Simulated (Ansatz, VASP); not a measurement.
**One calculation of BN, two programs**

```
CELL_PARAMETERS angstrom
0.00000 1.78091 1.78091
1.78091 0.00000 1.78091
1.78091 1.78091 0.00000
ATOMIC_POSITIONS crystal
B 0.00000 0.00000 0.00000
N 0.25000 0.25000 0.25000
```

Alike in both runs: task single point; functional PBE; k mesh 4 × 4 × 4; no spin polarisation.

```csv
,VASP,Ansatz
version,VASP 6.6.1,Ansatz 0.2.0-dev
potentials or method,"VASP PAW PBE potentials, release 64 (B, N), cutoff 600 eV",hard PAW set made for 700 eV
occupations,"gaussian, width 0.01 eV",fixed
```

|  | VASP | Ansatz | Ansatz less VASP |
| --- | --- | --- | --- |
| gap on the k mesh at the Fermi level (eV) | 4.48 | 4.49 | +0.010 |

The k mesh is coarse, so the values compare programs but aren't converged.
